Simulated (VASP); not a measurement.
Wanted: the native input for a VASP 6.6.1 run.

- Task: single point
- Functional: PBE
- Potentials or basis: VASP PAW PBE potentials, release 64 (Y_sv, S)
- Cutoff: 520 eV
- k mesh: 4 × 4 × 4
- Occupations: fermi-dirac, width 0.05 eV
- Spin: no spin polarisation
- Dipole correction: no
- Further INCAR settings: ALGO = Normal; EDIFF = 1e-07; NBANDS = 32

The structure of YS2 lies in POSCAR:

```
YS2
1.0
    0.0000000000      3.9662323418      3.9662323418
    3.9662323418      0.0000000000      3.9662323418
    3.9662323418      3.9662323418      0.0000000000
Y S
2 4
Direct
    0.0000000000      0.0000000000      0.0000000000
    0.2500000000      0.2500000000      0.2500000000
    0.6250000000      0.6250000000      0.6250000000
    0.1250000000      0.6250000000      0.6250000000
    0.6250000000      0.1250000000      0.6250000000
    0.6250000000      0.6250000000      0.1250000000
```

The input as run:

INCAR

```
SYSTEM = YS2
ALGO     = Normal         ! electronic algorithm
EDIFF    = 1E-7           ! SCF threshold, eV
ENCUT    = 520            ! plane-wave cutoff, eV
GGA      = PE             ! functional
ISIF     = 2              ! what is computed and relaxed
ISMEAR   = -1             ! smearing method
LASPH    = .True.         ! aspherical terms in the spheres
LCHARG   = .True.         ! write CHGCAR
LELF     = .True.         ! ELF
LREAL    = .False.        ! projectors in reciprocal space
LVHAR    = .True.       
LWAVE    = .False.        ! write WAVECAR
NBANDS   = 32             ! bands
NELM     = 100            ! most SCF steps
PREC     = Accurate       ! precision mode
SIGMA    = 0.05           ! smearing width, eV
```

KPOINTS

```
k-points
0
Gamma
  4 4 4
  0 0 0
```

Potentials or basis: VASP PAW PBE potentials, release 64 (Y_sv, S).

Command:

```console
$ cat potpaw_PBE.64/Y_sv/POTCAR potpaw_PBE.64/S/POTCAR > POTCAR
$ mpirun -np 1 vasp_std > vasp.out
```

Results of the run:

```json
{
  "Pressure": "-2.8 GPa",
  "Band gap on the k mesh": "zero (band 23 reaches 6.57 eV, above the bottom of band 24 at 6.00 eV)"
}
```

It took 53 s on 1 thread of AMD EPYC 7R13 Processor (Zen 3) (shared host), peak memory 0.24 GiB.
